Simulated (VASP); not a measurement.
# AlN (zincblende type) (F-43m) in VASP: notebook

AlN (zincblende type) is run at these levels: PBE; tasks: relaxation of cell and atoms.

Everything below comes from runs of VASP 6.6.1. Logs are shortened: lines on timing, memory, paths and dates and some standing lists are left out, and cuts for length are marked.

## Step 1: The cell of the first run

Symmetry: F-43m, No. 216, cubic system. Conventional cell: a = 4.188 Å, b = 4.188 Å, c = 4.188 Å, α = 90.00°, β = 90.00°, γ = 90.00°. Al (site symmetry -43m) has 4 N at 1.81 Å within 2.4 Å. Within 2.4 Å of N (site symmetry -43m) lie 4 Al at 1.81 Å.

## Step 2: Relaxation of cell and atoms, PBE, target pressure 21 GPa, at which the enthalpy is minimised

Contents of INCAR:

```
SYSTEM = AlN
  PREC = Accurate
  ENCUT = 600
  EDIFF = 1E-7
  ISMEAR = -1
  SIGMA = 0.08
  LREAL = .False.
  LASPH = .True.
  NELM = 100
  ALGO = Normal
  ISIF = 3
  LWAVE = .False.
  LCHARG = .False.
  GGA = PE
  IBRION = 2
  NSW = 60
  EDIFFG = -0.005
  PSTRESS = 210.0
```

Contents of KPOINTS:

```
Automatic mesh
0
Gamma
  16 16 16
  0 0 0
```

Contents of POSCAR:

```
AlN
1.0
    0.0000000000      2.0938227602      2.0938227602
    2.0938227602      0.0000000000      2.0938227602
    2.0938227602      2.0938227602      0.0000000000
Al N
1 1
Direct
    0.0000000000      0.0000000000      0.0000000000
    0.2500000000      0.2500000000      0.2500000000
```

Potentials or basis: VASP PAW PBE potentials, release 64 (Al, N).

Launch:

```bash
> cat potpaw_PBE.64/Al/POTCAR potpaw_PBE.64/N/POTCAR > POTCAR
> mpirun -np 1 vasp_std > vasp.out
```

OUTCAR:

```text
SYSTEM = AlN
   PREC = Accurate
   ENCUT = 600
   EDIFF = 1E-7
   ISMEAR = -1
   LREAL = .False.
   LASPH = .True.
   NELM = 100
   ISIF = 3
   GGA = PE
   IBRION = 2
   NSW = 60
   EDIFFG = -0.005
   PSTRESS = 210.0

 ion  position               nearest neighbor table
   1  0.000  0.000  0.000-   2 1.81   2 1.81   2 1.81   2 1.81
   2  0.250  0.250  0.250-   1 1.81   1 1.81   1 1.81   1 1.81

  LATTYP: Found a face centered cubic cell.
 ALAT       =     4.1876455204

  Lattice vectors:

 A1 = (   0.0000000000,   2.0938227602,   2.0938227602)
 A2 = (   2.0938227602,   0.0000000000,   2.0938227602)
 A3 = (   2.0938227602,   2.0938227602,   0.0000000000)

Analysis of symmetry for initial positions (statically):
=====================================================================
 Subroutine PRICEL returns:
 Original cell was already a primitive cell.

 Routine SETGRP: Setting up the symmetry group for a
 face centered cubic supercell.

 Subroutine GETGRP returns: Found 24 space group operations
 (whereof 24 operations were pure point group operations)
 out of a pool of 48 trial point group operations.

The static configuration has the point symmetry T_d .

Analysis of symmetry for dynamics (positions and initial velocities):
=====================================================================
 Subroutine PRICEL returns:
 Original cell was already a primitive cell.

 Routine SETGRP: Setting up the symmetry group for a
 face centered cubic supercell.

 Subroutine GETGRP returns: Found 24 space group operations
 (whereof 24 operations were pure point group operations)
 out of a pool of 48 trial point group operations.

The dynamic configuration has the point symmetry T_d .

 Subroutine INISYM returns: Found 24 space group operations
 (whereof 24 operations are pure point group operations),
 and found     1 'primitive' translations

----------------------------------------------------------------------------------------

                                     Primitive cell

  volume of cell :      18.3590

  direct lattice vectors                    reciprocal lattice vectors
     0.000000000  2.093822760  2.093822760    -0.238797672  0.238797672  0.238797672
     2.093822760  0.000000000  2.093822760     0.238797672 -0.238797672  0.238797672
     2.093822760  2.093822760  0.000000000     0.238797672  0.238797672 -0.238797672

  length of vectors
     2.961112545  2.961112545  2.961112545     0.413609700  0.413609700  0.413609700

  position of ions in fractional coordinates (direct lattice)
     0.000000000  0.000000000  0.000000000
     0.250000000  0.250000000  0.250000000

  ion indices of the primitive-cell ions
   primitive index   ion index
                 1           1
                 2           2

----------------------------------------------------------------------------------------

 KPOINTS: Automatic mesh

Automatic generation of k-mesh.
 Grid dimensions read from file:
 generate k-points for:   16   16   16

 Generating k-lattice:

  Cartesian coordinates                     Fractional coordinates (reciprocal lattice)
    -0.014924854  0.014924854  0.014924854     0.062500000  0.000000000  0.000000000
     0.014924854 -0.014924854  0.014924854     0.000000000  0.062500000  0.000000000
     0.014924854  0.014924854 -0.014924854     0.000000000  0.000000000  0.062500000

  Length of vectors
     0.025850606  0.025850606  0.025850606

  Shift w.r.t. Gamma in fractional coordinates (k-lattice)
     0.000000000  0.000000000  0.000000000

 Subroutine IBZKPT returns following result:
 ===========================================

 Found    145 irreducible k-points:

 Following reciprocal coordinates:
            Coordinates               Weight
  0.000000  0.000000  0.000000      1.000000
  0.062500  0.000000  0.000000      8.000000
  0.125000  0.000000  0.000000      8.000000
  0.187500  0.000000  0.000000      8.000000
  0.250000  0.000000  0.000000      8.000000
  0.312500  0.000000  0.000000      8.000000
[... 16 lines left out ...]
 -0.125000  0.062500  0.000000     24.000000
 -0.062500  0.062500  0.000000     12.000000
 [... further k-points ...]
   k-points           NKPTS =    145   k-points in BZ     NKDIM =    145   number of bands    NBANDS=      8
   number of dos      NEDOS =    301   number of ions     NIONS =      2
   total plane-waves  NPLWV =  13824
   dimension x,y,z NGX =    24 NGY =   24 NGZ =   24
   dimension x,y,z NGXF=    48 NGYF=   48 NGZF=   48
   ions per type =               1   1
   NGX,Y,Z   is equivalent  to a cutoff of  13.47, 13.47, 13.47 a.u.
   NGXF,Y,Z  is equivalent  to a cutoff of  26.95, 26.95, 26.95 a.u.
 SYSTEM =  AlN
   PREC   = accura    normal or accurate (medium, high low for compatibility)
   ISTART =      0    job   : 0-new  1-cont  2-samecut
   ICHARG =      2    charge: 1-file 2-atom 10-const
   ISPIN  =      1    spin polarized calculation?
   LNONCOLLINEAR =      F non collinear calculations
   LSORBIT =      F    spin-orbit coupling
   LASPH  =      T    aspherical Exc in radial PAW
   ENCUT  =  600.0 eV  44.10 Ry    6.64 a.u.   5.91  5.91  5.91*2*pi/ulx,y,z
   NELM   =    100;   NELMIN=  2; NELMDL= -5     # of ELM steps
   EDIFF  = 0.1E-06   stopping-criterion for ELM
   LREAL  =      F    real-space projection
   EDIFFG = -.5E-02   stopping-criterion for IOM
   NSW    =     60    number of steps for IOM
   IBRION =      2    ionic relax: 0-MD 1-quasi-New 2-CG
   NFREE  =      1    steps in history (QN), initial steepest desc. (CG)
   ISIF   =      3    stress and relaxation
   ISYM   =      2    0-nonsym 1-usesym 2-fastsym
   POTIM  = 0.5000    time-step for ionic-motion
   TEBEG  =    0.0;   TEEND  =   0.0 temperature during run
   PSTRESS=  210.0 pullay stress
   NELECT =       8.0000    total number of electrons
   NUPDOWN=      -1.0000    fix difference up-down
   EMIN   =  10.00;   EMAX   =-10.00  energy-range for DOS
   EFERMI =   0.00;   METHOD = LEGACY
   ISMEAR =    -1;   SIGMA  =   0.08  broadening in eV -4-tet -1-fermi 0-gaus
   EFERMI_NEDOS =   21; number of points for ismear=-14 and -15
   IALGO  =     38    algorithm
   IMIX   =      4    mixing-type and parameters
     AMIX     =   0.40;   BMIX     =  1.00
     AMIX_MAG =   1.60;   BMIX_MAG =  1.00
  volume/ion in A,a.u.               =       9.18        61.95
  Fermi-wavevector in a.u.,A,eV,Ry     =   1.241142  2.345419 20.958880  1.540434
  Thomas-Fermi vector in A             =   2.375553
   LORBIT       =      0    0 simple, 1 ext, 2 COOP (PROOUT), +10 PAW based schemes
   GGA     = PE    functional components
   LHFCALC =     F    Hartree Fock is set to
   AEXX    =    0.0000 exact exchange contribution
   IVDW    =     0    specifies the selected vdW correction
   LEPSILON=     F    determine dielectric tensor
   LRPA    =     F    only Hartree local field effects (RPA)
 conjugate gradient relaxation of ions
 non-spin polarized calculation
  energy-cutoff  :      600.00
  volume of cell :       18.36
 maximum number of plane-waves:       622
   NGX = 11   NGY = 11   NGZ = 11

--------------------------------------- Ionic step        1  -------------------------------------------

 number of electron       8.0000001 magnetization

 Free energy of the ion-electron system (eV)
  ---------------------------------------------------
  ext. energy  EPLUGINS =         0.00000000
  ---------------------------------------------------
  free energy    TOTEN  =       -14.53118540 eV

  energy without entropy =      -14.53118540  energy(sigma->0) =      -14.53118540

------------------------ aborting loop because EDIFF is reached ----------------------------------------

  FORCE on cell =-STRESS in cart. coord.  units (eV):
  Direction    XX          YY          ZZ          XY          YZ          ZX
  --------------------------------------------------------------------------------------
  -------------------------------------------------------------------------------------
  Total        4.4259890      4.4259890      4.4259890      0.0000000      0.0000000      0.0000000
  in kB      386.2523810    386.2523810    386.2523810      0.0000000      0.0000000      0.0000000
  external PRESSURE =     176.2523810 kB  Pullay stress =     210.0000000 kB

 VOLUME and BASIS-vectors are now :
 -----------------------------------------------------------------------------
  energy-cutoff  :      600.00
  volume of cell :       18.36
      direct lattice vectors                 reciprocal lattice vectors
     0.000000000  2.093822760  2.093822760    -0.238797672  0.238797672  0.238797672
     2.093822760  0.000000000  2.093822760     0.238797672 -0.238797672  0.238797672
     2.093822760  2.093822760  0.000000000     0.238797672  0.238797672 -0.238797672
[... 84 lines left out ...]
  FREE ENERGIE OF THE ION-ELECTRON SYSTEM (eV)
  ---------------------------------------------------
  free  energy   TOTEN  =       -14.7364832391 eV

  energy  without entropy=      -14.7364832390  energy(sigma->0) =      -14.73648324

  enthalpy is  TOTEN    =       -12.1826821540 eV   P V=        2.5538010851

--------------------------------------- Ionic step        4  -------------------------------------------

 number of electron       7.9999998 magnetization

 Free energy of the ion-electron system (eV)
  ---------------------------------------------------
  ext. energy  EPLUGINS =         0.00000000
  ---------------------------------------------------
  free energy    TOTEN  =       -14.73350181 eV

  energy without entropy =      -14.73350181  energy(sigma->0) =      -14.73350181

 E-fermi :   8.2928     XC(G=0): -11.2349

 val. band max:        6.6315648430   @ k =  -0.0625   0.0625   0.0000
 cond. band min:       9.9819580799   @ k =   0.5000   0.5000   0.0000
 fundamental gap:      3.3503932368
 Fermi energy:         8.2927806282

 k-point     1 :       0.0000    0.0000    0.0000
  band No.  band energies     occupation
      1      -8.7554      2.00000
      2       6.6315      2.00000
      3       6.6315      2.00000
      4       6.6315      2.00000
      5      11.4462      0.00000
      6      19.8834      0.00000
      7      19.8834      0.00000
      8      19.8834      0.00000

 k-point     2 :       0.0625    0.0000    0.0000
  band No.  band energies     occupation
      1      -8.6931      2.00000
      2       6.2853      2.00000
      3       6.6106      2.00000
      4       6.6106      2.00000
      5      11.7265      0.00000
      6      19.7196      0.00000
      7      19.9499      0.00000
      8      19.9499      0.00000
[... 221 lines left out ...]
 k-point    23 :      -0.1250    0.0625    0.0000
  band No.  band energies     occupation
      1      -8.3696      2.00000
      2       5.0092      2.00000
      3       6.2873      2.00000
      4       6.6046      2.00000
      5      12.7646      0.00000
      6      19.0806      0.00000
      7      19.8991      0.00000
      8      20.1598      0.00000

 k-point    24 :      -0.0625    0.0625    0.0000
  band No.  band energies     occupation
      1      -8.5903      2.00000
      2       5.8509      2.00000
      3       6.4529      2.00000
      4       6.6316      2.00000
      5      12.1183      0.00000
      6      19.4828      0.00000
      7      20.0138      0.00000
      8      20.0454      0.00000

 [... further k-points ...]

------------------------ aborting loop because EDIFF is reached ----------------------------------------

  FORCE on cell =-STRESS in cart. coord.  units (eV):
  Direction    XX          YY          ZZ          XY          YZ          ZX
  --------------------------------------------------------------------------------------
  -------------------------------------------------------------------------------------
  Total        2.5491962      2.5491962      2.5491962      0.0000000      0.0000000      0.0000000
  in kB      209.8684099    209.8684099    209.8684099      0.0000000      0.0000000      0.0000000
  external PRESSURE =      -0.1315901 kB  Pullay stress =     210.0000000 kB

 VOLUME and BASIS-vectors are now :
 -----------------------------------------------------------------------------
  energy-cutoff  :      600.00
  volume of cell :       19.46
      direct lattice vectors                 reciprocal lattice vectors
    -0.000000000  2.134906819  2.134906819    -0.234202259  0.234202259  0.234202259
     2.134906819  0.000000000  2.134906819     0.234202259 -0.234202259  0.234202259
     2.134906819  2.134906819 -0.000000000     0.234202259  0.234202259 -0.234202259

 POSITION                                       TOTAL-FORCE (eV/Angst)
 -----------------------------------------------------------------------------------
      0.00000      0.00000      0.00000        -0.000000      0.000000     -0.000000
      1.06745      1.06745      1.06745         0.000000     -0.000000      0.000000
 -----------------------------------------------------------------------------------
    total drift:                                0.000000      0.000000      0.000000

  FREE ENERGIE OF THE ION-ELECTRON SYSTEM (eV)
  ---------------------------------------------------
  free  energy   TOTEN  =       -14.7335018065 eV

  energy  without entropy=      -14.7335018064  energy(sigma->0) =      -14.73350181

  enthalpy is  TOTEN    =       -12.1827072539 eV   P V=        2.5507945527

 reached required accuracy - stopping structural energy minimisation
```

It took 72 s on 1 thread of Intel Xeon 8259CL, shared host; peak memory 0.16 GiB.

What came out:

- Free energy: -14.7335 eV
- Relaxed volume: 9.73 Å³/atom
- Relaxed cell: a = 3.019 Å, b = 3.019 Å, c = 3.019 Å, α = 60.00°, β = 60.00°, γ = 60.00°
- Space group after relaxing (to 0.1 Å): F-43m (No. 216)
- Energy change on relaxing (the run minimises the enthalpy): -101.2 meV/atom
- Ionic steps: 4
- Pressure after relaxing: 21.0 GPa
- Band gap on the k mesh: 3.35 eV (least direct gap 4.81 eV)

The path:
```csv
step,energy change (eV),largest force (eV/Å),pressure (GPa),volume (Å³)
1,0.0000,0.0000,38.63,18.36
2,-0.3142,0.0000,1.25,21.18
3,-0.2053,0.0000,20.67,19.48
4,-0.2023,0.0000,20.99,19.46
```

Final structure:
```
CELL_PARAMETERS angstrom
0.00000 2.13491 2.13491
2.13491 0.00000 2.13491
2.13491 2.13491 0.00000
ATOMIC_POSITIONS crystal
Al 0.00000 0.00000 0.00000
N 0.25000 0.25000 0.25000
```

Caveat: the cell is relaxed towards a set pressure, so the run minimises the enthalpy, not the energy. A k mesh can miss the band edges.

## Step 3: Relaxation of cell and atoms, PBE, target pressure 21 GPa, at which the enthalpy is minimised

This run uses another cell than the first one, of 9.74 Å³/atom.

Contents of INCAR:

```
ALGO = Normal
EDIFF = 1E-6
EDIFFG = -0.005
ENCUT = 600
GGA = PE
IBRION = 2
ISIF = 3
ISMEAR = -1
LASPH = True
LCHARG = False
LREAL = False
LWAVE = False
NELM = 100
NSW = 32
PREC = Accurate
PSTRESS = 210.0
SIGMA = 0.08
```

Contents of KPOINTS:

```
k-points
0
Gamma
  16 16 16
```

Contents of POSCAR:

```
AlN
1.0
    0.0000000000      2.1355745034      2.1355745034
    2.1355745034      0.0000000000      2.1355745034
    2.1355745034      2.1355745034      0.0000000000
Al N
1 1
Direct
    0.0000000000      0.0000000000      0.0000000000
    0.2500000000      0.2500000000      0.2500000000
```

Potentials or basis: VASP PAW PBE potentials, release 64 (Al, N).

Launch:

```bash
> cat potpaw_PBE.64/Al/POTCAR potpaw_PBE.64/N/POTCAR > POTCAR
> mpirun -np 1 vasp_std > vasp.out
```

It took 48 s on 1 thread of Intel Xeon 8259CL, shared host; peak memory 0.15 GiB.

Results (log left out):

* Free energy: -14.7344 eV
* Relaxed volume: 9.73 Å³/atom
* Relaxed cell: a = 3.019 Å, b = 3.019 Å, c = 3.019 Å, α = 60.00°, β = 60.00°, γ = 60.00°
* Space group after relaxing (to 0.1 Å): F-43m (No. 216)
* Energy change on relaxing (the run minimises the enthalpy): +1.5 meV/atom
* Ionic steps: 3
* Pressure after relaxing: 21.0 GPa
* Band gap on the k mesh: 3.35 eV (least direct gap 4.82 eV)

Step by step:
```tsv
step	energy change (eV)	largest force (eV/Å)	pressure (GPa)	volume (Å³)
1	0.0000	0.0000	20.69	19.48
2	0.0070	0.0000	21.43	19.43
3	0.0029	0.0000	21.01	19.46
```

Final structure:
```
Al N
1.0
     0.00000    2.13476    2.13476
     2.13476    0.00000    2.13476
     2.13476    2.13476    0.00000
Al N
1 1
Cartesian
  0.0000 0.0000 0.0000
  1.0674 1.0674 1.0674
```

Levels at points of the mesh, in eV from the valence-band top:
| k point | band 2 | band 3 | band 4 | band 5 | band 6 | band 7 |
| --- | --- | --- | --- | --- | --- | --- |
| (0.00, 0.00, 0.00) | 0.00 | 0.00 | 0.00 | 4.82 | 13.25 | 13.25 |
| (0.50, 0.00, 0.00) | -6.15 | -0.49 | -0.49 | 8.01 | 10.34 | 11.58 |
| (0.50, 0.50, 0.00) | -5.12 | -1.84 | -1.84 | 3.35 | 9.03 | 14.92 |

Caveat: the cell is relaxed towards a set pressure, so the run minimises the enthalpy, not the energy. A k mesh can miss the band edges.
